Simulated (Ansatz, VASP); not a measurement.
**Two plane-wave programs on SnSe2**

```
Sn Se
1.0
     3.79424    0.00000    0.00000
    -1.89712    3.28591    0.00000
     0.00000    0.00000    7.17096
Sn Se
1 2
Direct
  0.00000 0.00000 0.00000
  0.66667 0.33333 0.77420
  0.33333 0.66667 0.22580
```

Alike in both runs: task single point; functional PBE; k mesh 12 × 12 × 4; occupations gaussian, width 0.02 eV; no spin polarisation.

|  | VASP | Ansatz |
| --- | --- | --- |
| version | VASP 6.6.1 | Ansatz 0.2.0 |
| potentials or method | VASP PAW PBE potentials, release 64 (Sn_d, Se), cutoff 520 eV | scalar-relativistic, plane waves, PAW |
| valence electrons in the cell | 26 | 46 |

```csv
,VASP,Ansatz,Ansatz less VASP
gap on the k mesh at the Fermi level (eV),0.59,0.59,+0.003
least direct gap on the mesh (eV),1.03,1.04,+0.003
pressure (GPa),1.5,1.5,-0.06
"traceless stress, the component that is largest in VASP (GPa)",-1.47,-1.48,-0.013
rms of the force components (eV/Å),0.007,0.000,-0.0068
```

Atom by atom the forces differ by 0.007 eV/Å (rms over components). With one functional, cell and mesh, what is left measures potentials, basis and numerics. VASP's potentials hold 26 valence electrons a cell and Ansatz's 46, so a difference there can come from the potentials and not from the codes.
